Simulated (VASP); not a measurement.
Write the native input for VASP 6.6.1 that does the following.

- Task: single point
- Functional: PBE
- Potentials or basis: VASP PAW PBE potentials, release 64 (W_sv)
- Cutoff: 520 eV
- k mesh: 18 × 18 × 18
- Occupations: gaussian, width 0.1 eV
- Spin: no spin polarisation
- Dipole correction: no
- Further INCAR settings: ALGO = Fast; EDIFF = 1e-07; NBANDS = 13

The structure of W lies in POSCAR:

```
W
1.0
    0.0000000000      2.0185031151      2.0185031151
    2.0185031151      0.0000000000      2.0185031151
    2.0185031151      2.0185031151      0.0000000000
W
1
Direct
    0.0000000000      0.0000000000      0.0000000000
```

One way to write it, as run:

INCAR

```
SYSTEM = W
PREC = Accurate
ENCUT = 520
EDIFF = 1E-7
ISMEAR = 0
SIGMA = 0.1
LREAL = .False.
LASPH = .True.
NELM = 80
ALGO = Fast
ISIF = 2
LWAVE = .False.
LCHARG = .False.
GGA = PE
NBANDS = 13
```

KPOINTS

```
Automatic mesh
0
Gamma
  18 18 18
  0 0 0
```

Potentials or basis: VASP PAW PBE potentials, release 64 (W_sv).

Launch:

```sh
$ cat potpaw_PBE.64/W_sv/POTCAR > POTCAR
$ mpirun -np 1 vasp_std > vasp.out
```

It gave:

```
Pressure               : 0.5 GPa
Band gap on the k mesh : zero (band 7 reaches 13.49 eV, above the bottom of band 8 at 9.90 eV)
```

Caveat: spin-orbit coupling is left out, which moves the levels of the heavy elements.

Wall time 16 s on 1 thread of Intel(R) Xeon(R) 6975P-C (Granite Rapids), with other jobs on the host, peak memory 0.17 GiB.
